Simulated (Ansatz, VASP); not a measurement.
**Zn3C4: VASP beside Ansatz**

Contents of INCAR:

```
SYSTEM = Zn3C4
  PREC = Accurate
  ENCUT = 600
  EDIFF = 1E-6
  ISMEAR = 0
  SIGMA = 0.1
  LREAL = .FALSE.
  LASPH = .TRUE.
  NELM = 60
  ALGO = Normal
  ISIF = 3
  LWAVE = .FALSE.
  LCHARG = .FALSE.
  GGA = PE
  IBRION = 2
  NSW = 90
  EDIFFG = -0.04
```

Contents of KPOINTS:

```
Automatic mesh
0
G
  4 4 4
  0 0 0
```

Contents of POSCAR:

```
Zn3C4
1.0
    4.5771313400      0.0000000000      0.0000000000
    0.0000000000      4.5771313400      0.0000000000
    0.0000000000      0.0000000000      4.5771313400
Zn C
3 4
Direct
    0.0000000000      0.5000000000      0.5000000000
    0.5000000000      0.0000000000      0.5000000000
    0.5000000000      0.5000000000      0.0000000000
    0.5000000000      0.0000000000      0.0000000000
    0.0000000000      0.5000000000      0.0000000000
    0.0000000000      0.0000000000      0.5000000000
    0.0000000000      0.0000000000      0.0000000000
```

Input for Ansatz:

```yaml
crystal:
  lattice:
    - [4.57713134, 0.0, 0.0]
    - [0.0, 4.57713134, 0.0]
    - [0.0, 0.0, 4.57713134]
  atoms:
    - { symbol: Zn, position: [0.0, 0.5, 0.5] }
    - { symbol: Zn, position: [0.5, 0.0, 0.5] }
    - { symbol: Zn, position: [0.5, 0.5, 0.0] }
    - { symbol: C, position: [0.5, 0.0, 0.0] }
    - { symbol: C, position: [0.0, 0.5, 0.0] }
    - { symbol: C, position: [0.0, 0.0, 0.5] }
    - { symbol: C, position: [0.0, 0.0, 0.0] }
basis:
  ecutwfc: 420
kpoints:
  mp_grid: { grid: [4, 4, 4] }
hamiltonian:
  xc: pbe
scf:
  occupations: { method: gaussian, width: 0.1 }
  lower_state_search: "off"
output:
  forces: true
  stress: true
  eigenvalues: true
relax:
  adjacent_minimum: "off"
  f_tol: 0.04
  max_steps: 70
  cell: { stress_tol: 0.4 }
```

Alike in both runs: task relaxation of cell and atoms; functional PBE; k mesh 4 × 4 × 4; occupations gaussian, width 0.1 eV; no spin polarisation.

|  | VASP | Ansatz |
| --- | --- | --- |
| version | VASP 6.6.1 | Ansatz 0.2.0 |
| potentials or method | VASP PAW PBE potentials, release 64 (Zn, C), cutoff 600 eV | scalar-relativistic, plane waves, PAW |
| valence electrons in the cell | 52 | 52 |

Ansatz gave:

| Property | Result |
| --- | --- |
| gap on the k mesh at the Fermi level, each at its own relaxed structure (eV) | none |
| relaxed volume (Å³/atom) | 10.07 |
| relaxed cell length with the largest relative difference (Å) | 4.131 |

**Question.** What did VASP give for the same quantities?

**Answer.** gap on the k mesh at the Fermi level, each at its own relaxed structure (eV): none; relaxed volume (Å³/atom): 10.12; relaxed cell length with the largest relative difference (Å): 4.137.

A gap of «none» marks a metal or a gap that the smearing closes.

Noted on VASP's run: the volume moved by over 15 % at a fixed basis, so the end points are rough.
